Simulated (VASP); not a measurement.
Here is a VASP 6.6.1 calculation.

POSCAR

```
AlN
1.0
    0.0000000000      2.0584642352      2.0584642352
    2.0584642352      0.0000000000      2.0584642352
    2.0584642352      2.0584642352      0.0000000000
Al N
1 1
Direct
    0.5000000000      0.5000000000      0.5000000000
    0.0000000000      0.0000000000      0.0000000000
```

The input INCAR.step1:

```
  ALGO = Normal
  EDIFF = 1E-5
  ENCUT = 660
  GGA = PE
  GGA_COMPAT = F
  ISMEAR = 0
  LASPH = T
  LCHARG = F
  LREAL = F
  LWAVE = T
  NBANDS = 11
  NELM = 120
  PREC = Accurate
  SIGMA = 0.02
```

Contents of INCAR.step2:

```
  ALGO = Normal
  EDIFF = 1E-6
  ENCUT = 660
  GGA_COMPAT = F
  ISIF = 2
  ISMEAR = 0
  ISTART = 1
  LASPH = T
  LCHARG = T
  LELF = T
  LMIXTAU = T
  LREAL = F
  LVHAR = T
  LWAVE = F
  METAGGA = R2SCAN
  NBANDS = 11
  NELM = 120
  PREC = Accurate
  SIGMA = 0.02
```

KPOINTS

```
k-points
0
Gamma
  10 10 10
```

Potentials or basis: VASP PAW PBE potentials, release 64 (Al, N).

The run is started by

```console
$ cat potpaw_PBE.64/Al/POTCAR potpaw_PBE.64/N/POTCAR > POTCAR
$ cp INCAR.step1 INCAR
$ mpirun -np 1 vasp_std > vasp.out
$ cp INCAR.step2 INCAR
$ mpirun -np 1 vasp_std > vasp.out
```

Estimate the band gap on the k mesh.

4.95 eV (least direct gap 5.72 eV).

Predict the pressure.

-15.0 GPa.

Caveat: the cell stands under tension; the PAW data sets were made with another functional, which shifts forces and pressure a little. A k mesh can miss the band edges.
